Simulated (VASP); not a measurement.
# Zr (P6_3/mmc) in VASP: relaxation of cell and atoms with PBEsol

Aim: the relaxation of cell and atoms of Zr with PBEsol.

All numbers are computed with VASP 6.6.1; they aren't measurements. Logs are shortened: lines on timing, memory, paths and dates and some standing lists are left out, and cuts for length are marked.

### Step 1. The cell of the first run

It takes space group P6_3/mmc (No. 194, hexagonal). Conventional cell: a = 3.232 Å, b = 3.232 Å, c = 5.147 Å, α = 90.00°, β = 90.00°, γ = 120.00°. Zr (site symmetry -6m2) has 12 Zr at 3.18 to 3.23 Å within 4.2 Å.

### Step 2. Relaxation of cell and atoms, PBEsol

Input file INCAR:

```
ALGO     = Fast           # electronic algorithm
EDIFF    = 1E-6           # SCF threshold, eV
EDIFFG   = -0.005         # ionic threshold
ENCUT    = 600            # plane-wave cutoff, eV
GGA      = PS             # functional
IBRION   = 2              # ionic algorithm
ISIF     = 3              # what is computed and relaxed
ISMEAR   = 0              # smearing method
LASPH    = True           # aspherical terms in the spheres
LCHARG   = False          # write CHGCAR
LREAL    = False          # projectors in reciprocal space
LWAVE    = False          # write WAVECAR
NELM     = 100            # most SCF steps
NSW      = 100            # ionic steps
PREC     = Accurate       # precision mode
SIGMA    = 0.1            # smearing width, eV
```

Input file KPOINTS:

```
k-points
0
Gamma
  15 15 8
```

Input file POSCAR:

```
Zr
1.0
   -1.6159991113     -2.7989925656      0.0000000000
   -1.6159991112      2.7989925656      0.0000000000
    0.0000000000      0.0000000000     -5.1470000000
Zr
2
Direct
    0.3333333333      0.6666666667      0.2500000000
    0.6666666667      0.3333333335      0.7500000000
```

Potentials or basis: VASP PAW PBE potentials, release 64 (Zr_sv).

Command:

```sh
$ cat potpaw_PBE.64/Zr_sv/POTCAR > POTCAR
$ mpirun -np 1 vasp_std > vasp.out
```

OUTCAR:

```text
EDIFF = 1E-6
   EDIFFG = -0.005
   ENCUT = 600
   GGA = PS
   IBRION = 2
   ISIF = 3
   ISMEAR = 0
   LASPH = True
   LREAL = False
   NELM = 100
   NSW = 100
   PREC = Accurate

 ion  position               nearest neighbor table
   1  0.333  0.667  0.250-   2 3.18   2 3.18   2 3.18   2 3.18   2 3.18   2 3.18
   2  0.667  0.333  0.750-   1 3.18   1 3.18   1 3.18   1 3.18   1 3.18   1 3.18

  LATTYP: Found a hexagonal cell.
 ALAT       =     3.2319982225
 C/A-ratio  =     1.5925132521

  Lattice vectors:

 A1 = (  -1.6159991113,  -2.7989925656,   0.0000000000)
 A2 = (  -1.6159991112,   2.7989925656,   0.0000000000)
 A3 = (   0.0000000000,   0.0000000000,  -5.1470000000)

Analysis of symmetry for initial positions (statically):
=====================================================================
 Subroutine PRICEL returns:
 Original cell was already a primitive cell.

 Routine SETGRP: Setting up the symmetry group for a
 hexagonal supercell.

 Subroutine GETGRP returns: Found 24 space group operations
 (whereof 12 operations were pure point group operations)
 out of a pool of 24 trial point group operations.

The static configuration has the point symmetry D_3d.
 The point group associated with its full space group is D_6h.

Analysis of symmetry for dynamics (positions and initial velocities):
=====================================================================
 Subroutine PRICEL returns:
 Original cell was already a primitive cell.

 Routine SETGRP: Setting up the symmetry group for a
 hexagonal supercell.

 Subroutine GETGRP returns: Found 24 space group operations
 (whereof 12 operations were pure point group operations)
 out of a pool of 24 trial point group operations.

The dynamic configuration has the point symmetry D_3d.
 The point group associated with its full space group is D_6h.

 Subroutine INISYM returns: Found 24 space group operations
 (whereof 12 operations are pure point group operations),
 and found     1 'primitive' translations

----------------------------------------------------------------------------------------

                                     Primitive cell

  volume of cell :      46.5615

  direct lattice vectors                    reciprocal lattice vectors
    -1.615999111 -2.798992566  0.000000000    -0.309406111 -0.178635701  0.000000000
    -1.615999111  2.798992566  0.000000000    -0.309406111  0.178635701  0.000000000
     0.000000000  0.000000000 -5.147000000     0.000000000  0.000000000 -0.194287935

  length of vectors
     3.231998222  3.231998222  5.147000000     0.357271403  0.357271403  0.194287935

  position of ions in fractional coordinates (direct lattice)
     0.333333333  0.666666667  0.250000000
     0.666666667  0.333333334  0.750000000

  ion indices of the primitive-cell ions
   primitive index   ion index
                 1           1
                 2           2

----------------------------------------------------------------------------------------

 KPOINTS: k-points

Automatic generation of k-mesh.
 Grid dimensions read from file:
 generate k-points for:   15   15    8

 Generating k-lattice:

  Cartesian coordinates                     Fractional coordinates (reciprocal lattice)
    -0.020627074 -0.011909047  0.000000000     0.066666667 -0.000000000  0.000000000
    -0.020627074  0.011909047  0.000000000     0.000000000  0.066666667  0.000000000
     0.000000000  0.000000000 -0.024285992     0.000000000  0.000000000  0.125000000

  Length of vectors
     0.023818094  0.023818094  0.024285992

  Shift w.r.t. Gamma in fractional coordinates (k-lattice)
     0.000000000  0.000000000  0.000000000

 Subroutine IBZKPT returns following result:
 ===========================================

 Found    135 irreducible k-points:

 Following reciprocal coordinates:
            Coordinates               Weight
  0.000000  0.000000  0.000000      1.000000
  0.066667  0.000000  0.000000      6.000000
  0.133333  0.000000  0.000000      6.000000
  0.200000  0.000000  0.000000      6.000000
  0.266667  0.000000  0.000000      6.000000
  0.333333  0.000000  0.000000      6.000000
[... 16 lines left out ...]
  0.333333  0.200000  0.000000     12.000000
  0.400000  0.200000  0.000000      6.000000
 [... further k-points ...]
   k-points           NKPTS =    135   k-points in BZ     NKDIM =    135   number of bands    NBANDS=     16
   number of dos      NEDOS =    301   number of ions     NIONS =      2
   total plane-waves  NPLWV =  32928
   dimension x,y,z NGX =    28 NGY =   28 NGZ =   42
   dimension x,y,z NGXF=    56 NGYF=   56 NGZF=   84
   ions per type =               2
   NGX,Y,Z   is equivalent  to a cutoff of  14.40, 14.40, 13.57 a.u.
   NGXF,Y,Z  is equivalent  to a cutoff of  28.81, 28.81, 27.13 a.u.
 SYSTEM =  unknown system
   PREC   = accura    normal or accurate (medium, high low for compatibility)
   ISTART =      0    job   : 0-new  1-cont  2-samecut
   ICHARG =      2    charge: 1-file 2-atom 10-const
   ISPIN  =      1    spin polarized calculation?
   LNONCOLLINEAR =      F non collinear calculations
   LSORBIT =      F    spin-orbit coupling
   LASPH  =      T    aspherical Exc in radial PAW
   ENCUT  =  600.0 eV  44.10 Ry    6.64 a.u.   6.46  6.46 10.28*2*pi/ulx,y,z
   NELM   =    100;   NELMIN=  2; NELMDL= -5     # of ELM steps
   EDIFF  = 0.1E-05   stopping-criterion for ELM
   LREAL  =      F    real-space projection
   EDIFFG = -.5E-02   stopping-criterion for IOM
   NSW    =    100    number of steps for IOM
   IBRION =      2    ionic relax: 0-MD 1-quasi-New 2-CG
   NFREE  =      1    steps in history (QN), initial steepest desc. (CG)
   ISIF   =      3    stress and relaxation
   ISYM   =      2    0-nonsym 1-usesym 2-fastsym
   POTIM  = 0.5000    time-step for ionic-motion
   TEBEG  =    0.0;   TEEND  =   0.0 temperature during run
   PSTRESS=    0.0 pullay stress
   NELECT =      24.0000    total number of electrons
   NUPDOWN=      -1.0000    fix difference up-down
   EMIN   =  10.00;   EMAX   =-10.00  energy-range for DOS
   EFERMI =   0.00;   METHOD = LEGACY
   ISMEAR =     0;   SIGMA  =   0.10  broadening in eV -4-tet -1-fermi 0-gaus
   EFERMI_NEDOS =   21; number of points for ismear=-14 and -15
   IALGO  =     68    algorithm
   IMIX   =      4    mixing-type and parameters
     AMIX     =   0.40;   BMIX     =  1.00
     AMIX_MAG =   1.60;   BMIX_MAG =  1.00
  volume/ion in A,a.u.               =      23.28       157.11
  Fermi-wavevector in a.u.,A,eV,Ry     =   1.312612  2.480476 23.442147  1.722949
  Thomas-Fermi vector in A             =   2.442992
   LORBIT       =      0    0 simple, 1 ext, 2 COOP (PROOUT), +10 PAW based schemes
   GGA     = PS    functional components
   LHFCALC =     F    Hartree Fock is set to
   AEXX    =    0.0000 exact exchange contribution
   IVDW    =     0    specifies the selected vdW correction
   LEPSILON=     F    determine dielectric tensor
   LRPA    =     F    only Hartree local field effects (RPA)
 conjugate gradient relaxation of ions
 non-spin polarized calculation
 RMM-DIIS sequential band-by-band and
 Gauss-broadening in eV      SIGMA  =   0.10
  energy-cutoff  :      600.00
  volume of cell :       46.56
 maximum number of plane-waves:      1582
 NGX is ok and might be reduce to    28
   NGX = 13   NGY = 13   NGZ = 21

--------------------------------------- Ionic step        1  -------------------------------------------

 number of electron      24.0000000 magnetization

 Free energy of the ion-electron system (eV)
  ---------------------------------------------------
  ext. energy  EPLUGINS =         0.00000000
  ---------------------------------------------------
  free energy    TOTEN  =       -18.15137428 eV

  energy without entropy =      -18.14125493  energy(sigma->0) =      -18.14631460

------------------------ aborting loop because EDIFF is reached ----------------------------------------

  FORCE on cell =-STRESS in cart. coord.  units (eV):
  Direction    XX          YY          ZZ          XY          YZ          ZX
  --------------------------------------------------------------------------------------
  -------------------------------------------------------------------------------------
  Total       -0.9924934     -0.9924934     -0.8518171     -0.0000000      0.0000000      0.0000000
  in kB      -34.1516111    -34.1516111    -29.3109500     -0.0000000      0.0000000      0.0000000
  external PRESSURE =     -32.5380574 kB  Pullay stress =       0.0000000 kB
[... 89 lines left out ...]
  FREE ENERGIE OF THE ION-ELECTRON SYSTEM (eV)
  ---------------------------------------------------
  free  energy   TOTEN  =       -18.1680407739 eV

  energy  without entropy=      -18.1578551364  energy(sigma->0) =      -18.16294796

[... ionic steps 4 to 8 ...]

--------------------------------------- Ionic step        9  -------------------------------------------

 number of electron      24.0000000 magnetization

------------------------ aborting loop because EDIFF is reached ----------------------------------------

  FORCE on cell =-STRESS in cart. coord.  units (eV):
  Direction    XX          YY          ZZ          XY          YZ          ZX
  --------------------------------------------------------------------------------------
  -------------------------------------------------------------------------------------
  Total        0.0108579      0.0108579      0.0208668      0.0000000     -0.0000000      0.0000000
  in kB        0.3872234      0.3872234      0.7441656      0.0000000     -0.0000000      0.0000000
  external PRESSURE =       0.5062042 kB  Pullay stress =       0.0000000 kB
[... 57 lines left out ...]
  energy  without entropy=      -18.1583319160  energy(sigma->0) =      -18.16344204

--------------------------------------- Ionic step       11  -------------------------------------------

 number of electron      24.0000000 magnetization

 Free energy of the ion-electron system (eV)
  ---------------------------------------------------
  ext. energy  EPLUGINS =         0.00000000
  ---------------------------------------------------
  free energy    TOTEN  =       -18.16855394 eV

  energy without entropy =      -18.15833303  energy(sigma->0) =      -18.16344348

 E-fermi :   9.2775     XC(G=0): -11.3638

 val. band max:        9.2768195589   @ k =   0.3333   0.3333   0.5000
 cond. band min:       9.2818498555   @ k =   0.2000   0.1333   0.3750
 fundamental gap:      0.0050302967
 Fermi energy:         9.2774854389

 k-point     1 :       0.0000    0.0000    0.0000
  band No.  band energies     occupation
      1     -39.4070      2.00000
      2     -39.2324      2.00000
      3     -18.0173      2.00000
      4     -17.0366      2.00000
      5     -17.0366      2.00000
      6     -16.8993      2.00000
[... 8 lines left out ...]
     15      10.8462      0.00000
     16      10.8462      0.00000
[... 420 lines left out ...]
  band No.  band energies     occupation
      1     -39.2276      2.00000
      2     -39.1922      2.00000
      3     -17.7592      2.00000
      4     -17.5761      2.00000
      5     -17.4544      2.00000
      6     -17.4254      2.00000
[... 8 lines left out ...]
     15      10.9015      0.00000
     16      13.6210      0.00000

 [... further k-points ...]

------------------------ aborting loop because EDIFF is reached ----------------------------------------

  FORCE on cell =-STRESS in cart. coord.  units (eV):
  Direction    XX          YY          ZZ          XY          YZ          ZX
  --------------------------------------------------------------------------------------
  -------------------------------------------------------------------------------------
  Total       -0.0021072     -0.0021072      0.0023410     -0.0000000     -0.0000000      0.0000000
  in kB       -0.0750973     -0.0750973      0.0834320     -0.0000000     -0.0000000      0.0000000
  external PRESSURE =      -0.0222542 kB  Pullay stress =       0.0000000 kB
[... 17 lines left out ...]
  FREE ENERGIE OF THE ION-ELECTRON SYSTEM (eV)
  ---------------------------------------------------
  free  energy   TOTEN  =       -18.1685539421 eV

  energy  without entropy=      -18.1583330266  energy(sigma->0) =      -18.16344348

 reached required accuracy - stopping structural energy minimisation
```

Wall time 7.5 min (1 thread of AMD EPYC 9R45 (Zen 5), shared host); peak memory 0.23 GiB.

What came out:

```
Free energy                           : -18.1686 eV
Relaxed volume                        : 22.48 Å³/atom
Relaxed cell                          : a = 3.185 Å, b = 3.185 Å, c = 5.118 Å, α = 90.00°, β = 90.00°, γ = 120.00°
Space group after relaxing (to 0.1 Å) : P6_3/mmc (No. 194)
Energy gained by relaxing             : 8.6 meV/atom
Ionic steps                           : 11
Pressure after relaxing               : 0.0 GPa
Band gap on the k mesh                : zero (bands 12 and 13 overlap by 1.31 eV)
```

Step by step:
```csv
step,energy change (eV),largest force (eV/Å),pressure (GPa),volume (Å³)
1,0.0000,0.0000,-3.25,46.56
2,0.0000,0.0000,3.64,43.45
3,-0.0167,0.0000,-0.02,44.98
4,-0.0167,0.0000,0.11,44.95
5,-0.0171,0.0000,0.06,44.93
6,-0.0172,0.0000,0.05,44.92
7,-0.0172,0.0000,0.06,44.93
8,-0.0172,0.0000,0.06,44.93
9,-0.0172,0.0000,0.05,44.93
10,-0.0172,0.0000,-0.08,44.97
11,-0.0172,0.0000,0.00,44.96
```

Final structure:
```xyz
2
Lattice="-1.5924 -2.7580 0.0000 -1.5924 2.7580 0.0000 0.0000 0.0000 -5.1181" Properties=species:S:1:pos:R:3 pbc="T T T"
Zr   -1.5924    0.9193   -1.2795
Zr   -1.5924   -0.9193   -3.8386
```

Levels at points of the mesh, in eV from the Fermi level:
| k point | band 10 | band 11 | band 12 | band 13 | band 14 | band 15 |
| --- | --- | --- | --- | --- | --- | --- |
| (0.00, 0.00, 0.00) | -3.16 | 0.86 | 0.86 | 0.93 | 1.23 | 1.57 |
| (0.00, 0.00, 0.50) | -4.02 | -0.02 | -0.02 | 0.78 | 0.78 | 0.78 |

Caveat: the PAW data sets were made with another functional, which shifts forces and pressure a little.
